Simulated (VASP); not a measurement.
Runs of VASP 6.6.1 on BaO. The structure is that of space group Fm-3m (No. 225), or close to it. The cells are those of the table. 

| task | level | cell | cutoff (eV) | gap on the mesh (eV) | pressure (GPa) | relaxed volume (Å³/atom) |
| --- | --- | --- | --- | --- | --- | --- |
| relaxation of cell and atoms | r2SCAN+D4 | relaxed from a = 3.889 Å, angles 60.0°, 2 atoms | 660 | 2.36 | 0.0 | (a) |
| single point | RPBE | a = 3.988 Å, angles 60.0°, 2 atoms | 600 | 2.25 | (b) | - |
| single point | PBE+D3(BJ) | a = 3.909 Å, angles 60.0°, 2 atoms | 600 | 1.96 | 1.7 | - |
| relaxation of cell and atoms | revPBE+D3(BJ) | relaxed from a = 3.889 Å, angles 60.0°, 2 atoms | 600 | 2.14 | 0.0 | 21.75 |
| relaxation of cell and atoms | RPBE | relaxed from a = 3.889 Å, angles 60.0°, 2 atoms | 600 | 2.31 | 0.0 | (c) |
| relaxation of cell and atoms | PBE+D3(BJ) | relaxed from a = 3.889 Å, angles 60.0°, 2 atoms | 600 | 2.03 | 0.0 | 21.59 |
| single point | revPBE+D3(BJ) | a = 3.918 Å, angles 60.0°, 2 atoms | 600 | 2.06 | 1.6 | - |
| single point | r2SCAN+D4 | a = 3.911 Å, angles 60.0°, 2 atoms | 660 | 2.29 | 1.6 | - |

Alike in all rows: potentials or basis VASP PAW PBE potentials, release 64 (Ba_sv, O); no spin polarisation; k mesh 8 × 8 × 8; smearing gaussian 0.01 eV.

Fill in the values left out.

(a) 21.58; (b) 1.3; (c) 22.90.

Caveats: spin-orbit coupling is left out, which moves the levels of the heavy elements; the PAW data sets were made with another functional, which shifts forces and pressure a little (some runs); the volume moved by +10 % from the deposited cell, more than functionals usually miss (some runs).

A k mesh can miss the band edges, and the runs leave out spin-orbit coupling on Ba.
